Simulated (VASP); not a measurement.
Crystal: Si2B.

```
Si B
1.0
     2.76696    0.00000    0.00000
    -1.38348    2.39625    0.00000
     0.00000    0.00000    4.57216
Si B
2 1
Direct
  0.33333 0.66667 0.33285
  0.66667 0.33333 0.66715
  0.00000 0.00000 0.00000
```

The cell was generated, and may not be a known phase.

- Program: VASP 6.6.1
- Task: relaxation of cell and atoms
- Functional: PBE
- Potentials or basis: VASP PAW PBE potentials, release 64 (Si, B)
- Cutoff: 600 eV
- k mesh: 6 × 6 × 4
- Occupations: gaussian, width 0.1 eV
- Spin: no spin polarisation

At the start: pressure 34.3 GPa; volume 10.10 Å³/atom.

How do energy, volume and symmetry change on relaxing?

Over 12 steps the energy falls by 738.5 meV/atom and the volume is 12.03 Å³/atom (+19.0 %); space group P-3m1 (No. 164, to 0.1 Å) before and after.

Step by step:
```tsv
step	energy change (eV)	largest force (eV/Å)	pressure (GPa)	volume (Å³)
1	0.0000	5.4053	34.35	30.31
2	-1.3983	1.2101	-13.15	40.83
3	-1.4010	1.2394	-9.20	38.00
4	-2.0640	0.3512	-2.34	36.05
5	-2.1710	0.6576	7.03	34.52
6	-2.1746	0.2209	3.22	35.04
7	-2.1778	0.2166	4.20	34.91
8	-2.1807	0.3451	5.70	34.72
9	-2.1928	0.2078	-1.90	36.64
10	-2.2103	0.2830	1.27	35.77
11	-2.2151	0.0375	-0.68	36.17
12	-2.2156	0.0369	-0.25	36.08
```

Final structure:
```yaml
crystal:
  lattice:
    - [3.19167, 0.00000, 0.00000]
    - [-1.59583, 2.76407, 0.00000]
    - [0.00000, 0.00000, 4.08965]
  atoms:
    - { symbol: Si, position: [0.33333, 0.66667, 0.25704] }
    - { symbol: Si, position: [0.66667, 0.33333, 0.74296] }
    - { symbol: B, position: [0.00000, 0.00000, 0.00000] }
```

Caveat: the k points lie up to 0.38 Å⁻¹ apart in the final cell, too coarse for converged energies and pressures of a metal; the volume moved by over 15 % at a fixed basis, so the end points are rough; an odd number of electrons without spin polarisation forces a metal; a magnetic or distorted state may lie lower.
